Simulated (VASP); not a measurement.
# TaSi2 in VASP: single point with PBEsol

Aim: the single point of TaSi2 with PBEsol.

Everything below comes from runs of VASP 6.6.1. Logs are shortened: lines on timing, memory, paths and dates and some standing lists are left out, and cuts for length are marked.

**1. The cell of the first run**

The cell holds a slab with vacuum, 12 atoms: a = 4.780 Å, b = 4.780 Å, c = 24.564 Å, α = 90.00°, β = 90.00°, γ = 120.00°.

**2. Single point, PBEsol**

Input file INCAR:

```
SYSTEM = TaSi2
PREC = Accurate
ENCUT = 520
EDIFF = 1E-6
ISMEAR = 0
SIGMA = 0.1
LREAL = .False.
LASPH = .True.
NELM = 100
ALGO = Normal
ISIF = 2
LWAVE = .False.
LCHARG = .False.
LDIPOL = .True.
IDIPOL = 3
DIPOL = 0.5 0.5 0.500
GGA = PS
NBANDS = 50
```

Input file KPOINTS:

```
regular mesh
0
Gamma
  6 6 1
  0 0 0
```

Input file POSCAR:

```
TaSi2
1.0
    4.7799993800      0.0000000000      0.0000000000
   -2.3899996900      4.1396008900      0.0000000000
    0.0000000000      0.0000000000     24.5639999405
Ta Si
4 8
Direct
    0.5000000000      0.5000000000      0.3663898397
    0.0000000000      0.5000000000      0.4554632799
    0.5000000000      0.0000000000      0.5440712346
    0.5000000000      0.5000000000      0.6300489006
    0.1666500000      0.8333500000      0.3663898397
    0.8333500000      0.1666500000      0.3663898397
    0.6667000000      0.8333500000      0.4554632799
    0.3333000000      0.1666500000      0.4554632799
    0.8412332029      0.6852966370      0.5446958282
    0.1587667971      0.3147033630      0.5446958282
    0.1711645599      0.8256962851      0.6368310145
    0.8288354401      0.1743037149      0.6368310145
```

Potentials or basis: VASP PAW PBE potentials, release 64 (Ta_pv, Si).

On the command line:

```
$ cat potpaw_PBE.64/Ta_pv/POTCAR potpaw_PBE.64/Si/POTCAR > POTCAR
$ mpirun -np 1 vasp_std > vasp.out
```

OUTCAR:

```text
SYSTEM = TaSi2
   PREC = Accurate
   ENCUT = 520
   EDIFF = 1E-6
   ISMEAR = 0
   LREAL = .False.
   LASPH = .True.
   NELM = 100
   ISIF = 2
   GGA = PS

 ion  position               nearest neighbor table
   1  0.500  0.500  0.366-   7 2.59   8 2.59   6 2.76   5 2.76   5 2.76   6 2.76   5 2.76   6 2.76
                             2 3.24   2 3.24
   2  0.000  0.500  0.455-   5 2.59   6 2.59   9 2.61  10 2.61   8 2.76   7 2.76   8 2.76   7 2.76
                             7 2.76   8 2.76   3 3.23   3 3.23   1 3.24   1 3.24
   3  0.500  0.000  0.544-   7 2.58   8 2.58  11 2.65  12 2.65   9 2.72  10 2.72  10 2.73   9 2.73
                            10 2.84   9 2.84   4 3.19   4 3.19   2 3.23   2 3.23
   4  0.500  0.500  0.630-   9 2.53  10 2.53  11 2.71  12 2.71  11 2.78  12 2.78  11 2.80  12 2.80
                             3 3.19   3 3.19
   5  0.167  0.833  0.366-   8 2.59   2 2.59   6 2.76   1 2.76   1 2.76   1 2.76   6 2.76   6 2.76

   6  0.833  0.167  0.366-   7 2.59   2 2.59   5 2.76   1 2.76   1 2.76   1 2.76   5 2.76   5 2.76

   7  0.667  0.833  0.455-   9 2.57   3 2.58   6 2.59   1 2.59   8 2.76   2 2.76   2 2.76   2 2.76
                             8 2.76   8 2.76
   8  0.333  0.167  0.455-  10 2.57   3 2.58   5 2.59   1 2.59   7 2.76   2 2.76   2 2.76   2 2.76
                             7 2.76   7 2.76
   9  0.841  0.685  0.545-   4 2.53   7 2.57  10 2.61   2 2.61  11 2.65   3 2.72   3 2.73  10 2.83
                             3 2.84  10 2.85
  10  0.159  0.315  0.545-   4 2.53   8 2.57   9 2.61   2 2.61  12 2.65   3 2.72   3 2.73   9 2.83
                             3 2.84   9 2.85
  11  0.171  0.826  0.637-   9 2.65   3 2.65  12 2.70   4 2.71  12 2.72   4 2.78   4 2.80  12 2.86

  12  0.829  0.174  0.637-  10 2.65   3 2.65  11 2.70   4 2.71  11 2.72   4 2.78   4 2.80  11 2.86

  LATTYP: Found a hexagonal cell.
 ALAT       =     4.7799993800
 C/A-ratio  =     5.1389127880

  Lattice vectors:

 A1 = (   4.7799993800,   0.0000000000,   0.0000000000)
 A2 = (  -2.3899996900,   4.1396008900,   0.0000000000)
 A3 = (   0.0000000000,   0.0000000000,  24.5639999405)

Analysis of symmetry for initial positions (statically):
=====================================================================
 Subroutine PRICEL returns:
 Original cell was already a primitive cell.

 Routine SETGRP: Setting up the symmetry group for a
 hexagonal supercell.

 Subroutine GETGRP returns: Found  2 space group operations
 (whereof  2 operations were pure point group operations)
 out of a pool of 24 trial point group operations.

The static configuration has the point symmetry C_2 .

Analysis of symmetry for dynamics (positions and initial velocities):
[... 147 lines left out ...]
  volume/ion in A,a.u.               =      40.50       273.34
  Fermi-wavevector in a.u.,A,eV,Ry     =   0.881964  1.666670 10.583436  0.777861
  Thomas-Fermi vector in A             =   2.002531
   LORBIT       =      0    0 simple, 1 ext, 2 COOP (PROOUT), +10 PAW based schemes
   GGA     = PS    functional components
   LHFCALC =     F    Hartree Fock is set to
   AEXX    =    0.0000 exact exchange contribution
   IVDW    =     0    specifies the selected vdW correction
   LEPSILON=     F    determine dielectric tensor
   LRPA    =     F    only Hartree local field effects (RPA)
 non-spin polarized calculation
 Gauss-broadening in eV      SIGMA  =   0.10
  energy-cutoff  :      520.00
  volume of cell :      486.05
 maximum number of plane-waves:     13131
   NGX = 17   NGY = 17   NGZ = 91

 dipolmoment           0.000000      0.000000     -0.005189 electrons x Angstroem

 number of electron      76.0000004 magnetization

 dipolmoment           0.000000      0.000000      0.016696 electrons x Angstroem

 Free energy of the ion-electron system (eV)
  ---------------------------------------------------
  ext. energy  EPLUGINS =         0.00000000
  ---------------------------------------------------
  free energy    TOTEN  =       -96.58359521 eV

  energy without entropy =      -96.53813497  energy(sigma->0) =      -96.56086509

 E-fermi :   0.6341     XC(G=0):  -5.1554

 val. band max:        0.6338428047   @ k =  -0.1667   0.3333   0.0000
 cond. band min:       0.6394835255   @ k =   0.0000   0.1667   0.0000
 fundamental gap:      0.0056407209
 Fermi energy:         0.6341034988

 k-point     1 :       0.0000    0.0000    0.0000
  band No.  band energies     occupation
      1     -33.9978      2.00000
      2     -33.7972      2.00000
      3     -33.7335      2.00000
      4     -33.7196      2.00000
      5     -33.5919      2.00000
      6     -33.5823      2.00000
[... 1049 lines left out ...]
     49       3.7063      0.00000
     50       3.8460      0.00000

------------------------ aborting loop because EDIFF is reached ----------------------------------------

 vacuum level on the upper side and lower side of the slab       (xc-potential included)        -0.028        -0.180

  FORCE on cell =-STRESS in cart. coord.  units (eV):
  Direction    XX          YY          ZZ          XY          YZ          ZX
  --------------------------------------------------------------------------------------
  -------------------------------------------------------------------------------------
  Total      -11.8988888    -10.8838191      0.0352251      0.6904941      0.0000000      0.0000000
  in kB      -39.2221675    -35.8762052      0.1161122      2.2760676      0.0000000      0.0000000
  external PRESSURE =     -24.9940868 kB  Pullay stress =       0.0000000 kB

 VOLUME and BASIS-vectors are now :
 -----------------------------------------------------------------------------
  energy-cutoff  :      520.00
  volume of cell :      486.05
      direct lattice vectors                 reciprocal lattice vectors
     4.779999380  0.000000000  0.000000000     0.209205048  0.120784591  0.000000000
    -2.389999690  4.139600890  0.000000000     0.000000000  0.241569182  0.000000000
     0.000000000  0.000000000 24.563999941     0.000000000  0.000000000  0.040709982

 POSITION                                       TOTAL-FORCE (eV/Angst)
 -----------------------------------------------------------------------------------
      1.19500      2.06980      9.00000         0.000000      0.000000      1.079741
     -1.19500      2.06980     11.18800         0.000000      0.000000      0.682905
      2.39000      0.00000     13.36457         0.000000      0.000000     -0.006096
      1.19500      2.06980     15.47652         0.000000      0.000000      0.015529
     -1.19512      3.44974      9.00000         0.058176      0.075527     -0.524426
      3.58512      0.68986      9.00000        -0.058176     -0.075527     -0.524426
      1.19512      3.44974     11.18800         0.586883     -0.166887     -0.379221
      1.19488      0.68986     11.18800        -0.586883      0.166887     -0.379221
      2.38324      2.83685     13.37991        -0.019778     -0.021978      0.016062
      0.00676      1.30275     13.37991         0.019778      0.021978      0.016062
     -1.15525      3.41805     15.64312        -0.005910     -0.010400      0.001545
      3.54525      0.72155     15.64312         0.005910      0.010400      0.001545
 -----------------------------------------------------------------------------------
    total drift:                               -0.000000     -0.000000      0.000265

  FREE ENERGIE OF THE ION-ELECTRON SYSTEM (eV)
  ---------------------------------------------------
  free  energy   TOTEN  =       -96.5835952083 eV

  energy  without entropy=      -96.5381349688  energy(sigma->0) =      -96.56086509

 vacuum level on the upper side and lower side of the slab         4.822         4.665
```

stdout:

```text
POSCAR found type information on POSCAR TaSi
 POSCAR found :  2 types and      12 ions
 scaLAPACK will be used
 -----------------------------------------------------------------------------
|                                                                             |
|                                                                             |
|     You enforced a specific xc type in the INCAR file but a different       |
|     I HOPE YOU KNOW WHAT YOU ARE DOING!                                     |
|                                                                             |
 -----------------------------------------------------------------------------

 LDA part: xc-table for (Slater+PW92), standard interpolation
 POSCAR, INCAR and KPOINTS ok, starting setup
 FFT: planning ... GRIDC
 FFT: planning ... GRID_SOFT
 FFT: planning ... GRID
 WAVECAR not read
 entering main loop
```

Wall time 19 min (1 thread of Intel Xeon Platinum 8488C (Sapphire Rapids), shared host); peak memory 0.75 GiB.

What came out:

| Property | Result |
| --- | --- |
| Free energy | -96.5836 eV |
| Largest force | 1.080 eV/Å |
| Band gap on the k mesh | zero (bands 38 and 39 overlap by 0.40 eV) |

Forces in eV/Å, atoms in the order of the input:
```
Ta   0.000  0.000  1.080
Ta   0.000  0.000  0.683
Ta   0.000  0.000 -0.006
Ta   0.000  0.000  0.016
Si   0.058  0.076 -0.524
Si  -0.058 -0.076 -0.524
Si   0.587 -0.167 -0.379
Si  -0.587  0.167 -0.379
Si  -0.020 -0.022  0.016
Si   0.020  0.022  0.016
Si  -0.006 -0.010  0.002
Si   0.006  0.010  0.002
```

Caveat: the PAW data sets were made with another functional, which shifts forces and pressure a little; spin-orbit coupling is left out, which moves the levels of the heavy elements.
